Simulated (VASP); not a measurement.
Crystal: Sn.

```
Sn
1.0
    -1.72654    1.77555    2.33834
     1.72654   -1.77555    2.33834
     1.72654    1.77555   -2.33834
Sn
1
Direct
  0.00000 0.00000 0.00000
```

```yaml
Program: VASP 6.6.1
Task: relaxation of cell and atoms
Functional: RPBE
Dispersion: D4
Potentials_or_basis: VASP PAW PBE potentials, release 64 (Sn_d)
Cutoff: 600 eV
k_mesh: 11 × 11 × 11
Occupations: fermi-dirac, width 0.05 eV
Spin: no spin polarisation
```

At the start: pressure -3.3 GPa; volume 28.67 Å³/atom.

Question: Where does the relaxation end?

Answer: Over 14 steps the energy falls by 25.7 meV/atom and the volume is 26.65 Å³/atom (-7.0 %); space group Immm (No. 71, to 0.1 Å) before, I4/mmm (No. 139, to 0.1 Å).

The path:
```csv
step,energy change (eV),largest force (eV/Å),pressure (GPa),volume (Å³)
1,0.0000,0.0000,-3.30,28.67
2,-0.0242,0.0000,0.75,26.29
3,-0.0247,0.0000,0.16,26.58
4,-0.0247,0.0000,0.04,26.62
5,-0.0254,0.0000,0.03,26.64
6,-0.0256,0.0000,0.03,26.66
7,-0.0256,0.0000,-0.01,26.66
8,-0.0256,0.0000,-0.04,26.66
9,-0.0256,0.0000,-0.02,26.66
10,-0.0256,0.0000,-0.03,26.66
11,-0.0256,0.0000,0.00,26.64
12,-0.0257,0.0000,0.16,26.58
13,-0.0257,0.0000,0.10,26.60
14,-0.0257,0.0000,0.01,26.65
```

Final structure:
```xyz
1
Lattice="-1.6989 1.6991 2.3085 1.6989 -1.6991 2.3085 1.6989 1.6991 -2.3085" Properties=species:S:1:pos:R:3 pbc="T T T"
Sn    0.0000    0.0000    0.0000
```

Caveat: the PAW data sets were made with another functional, which shifts forces and pressure a little.
